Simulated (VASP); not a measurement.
Runs of VASP 6.6.1 on Hf2Ga6WO16. The cells are those of the table. 

```csv
cell,k mesh,smearing,gap on the mesh (eV),pressure (GPa),largest force (eV/Å)
"a = 6.758, b = 6.656, c = 6.695 Å, angles 93.3, 86.4, 88.9°, 25 atoms",1 × 1 × 1,fermi-dirac 0.2585 eV,(c),(a),8.79
"a = 6.374, b = 6.587, c = 7.037 Å, angles 88.8, 90.5, 93.7°, 25 atoms","1 × 1 × 1, shifted",gaussian 0.1 eV,2.84,(d),0.56
"a = 6.758, b = 6.656, c = 6.695 Å, angles 93.3, 86.4, 88.9°, 25 atoms",1 × 1 × 1,fermi-dirac 0.1861 eV,0.93,3.5,(b)
"a = 6.758, b = 6.656, c = 6.695 Å, angles 93.3, 86.4, 88.9°, 25 atoms",1 × 1 × 1,fermi-dirac 0.1034 eV,1.41,2.6,4.72
"a = 6.758, b = 6.656, c = 6.695 Å, angles 93.3, 86.4, 88.9°, 25 atoms",1 × 1 × 1,fermi-dirac 0.05 eV,1.95,-3.8,1.36
```

Alike in all rows: task single point; level PBE; potentials or basis VASP PAW PBE potentials, release 64 (W_sv, O, Hf_pv, Ga_d); no spin polarisation; cutoff (eV) 520.

Q: Estimate the missing entries.

A: (a) 11.3; (b) 6.27; (c) 0.62; (d) 0.1.

Caveats: all runs use coarse meshes; spin-orbit coupling is left out, which moves the levels of the heavy elements.

A k mesh can miss the band edges, and the runs leave out spin-orbit coupling on Ga, Hf, W.
